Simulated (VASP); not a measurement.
Here is a VASP 6.6.1 calculation.

INCAR

```
PREC = Accurate ; ENCUT = 520
EDIFF = 1E-6 ; ISMEAR = 0
SIGMA = 0.1 ; LREAL = Auto
LASPH = T ; NELM = 80
ALGO = Normal ; ISIF = 2
LWAVE = F ; LCHARG = F
LDIPOL = T ; IDIPOL = 3
DIPOL = 0.5 0.5 0.322 ; GGA = PE
NBANDS = 46
```

Contents of KPOINTS:

```
regular mesh
0
Gamma
  6 4 1
```

File POSCAR:

```
Be24Cl
1.0
    4.5254381414      0.0000000000      0.0000000000
    0.0000000000      7.1336190818      0.0000000000
    0.0000000000      0.0000000000     19.8685529777
Be Cl
24 1
Direct
    0.0000000000      0.3750000000      0.2013231665
    0.0000000000      0.8750000000      0.2013231665
    0.5000000000      0.3750000000      0.2013231665
    0.5000000000      0.8750000000      0.2013231665
    0.2500000000      0.1250000000      0.2341987732
    0.2500000000      0.6250000000      0.2341987732
    0.7500000000      0.1250000000      0.2341987732
    0.7500000000      0.6250000000      0.2341987732
    0.2500000000      0.3750000000      0.2999499865
    0.2500000000      0.8750000000      0.2999499865
    0.7500000000      0.3750000000      0.2999499865
    0.7500000000      0.8750000000      0.2999499865
    0.0000000000      0.1250000000      0.3268353583
    0.0000000000      0.6250000000      0.3268353583
    0.5000000000      0.1250000000      0.3268353583
    0.5000000000      0.6250000000      0.3268353583
    0.0000000000      0.3750000000      0.3993099146
    0.0000000000      0.8750000000      0.3993099146
    0.5000000000      0.3750000000      0.3993099146
    0.5000000000      0.8750000000      0.3993099146
    0.2500000000      0.1250000000      0.4211958962
    0.2500000000      0.6250000000      0.4211958962
    0.7500000000      0.1250000000      0.4211958962
    0.7500000000      0.6250000000      0.4211958962
    0.5000000000      0.2500000000      0.5062678751
```

Potentials or basis: VASP PAW PBE potentials, release 64 (Be, Cl).

The run is started by

```bash
$ cat potpaw_PBE.64/Be/POTCAR potpaw_PBE.64/Cl/POTCAR > POTCAR
$ mpirun -np 1 vasp_std > vasp.out
```

(1) Predict the largest force.

(2) Predict the band gap on the k mesh.

## Answers

(1) 0.966 eV/Å.

(2) zero (an odd number of electrons rules out a gap without spin polarisation).
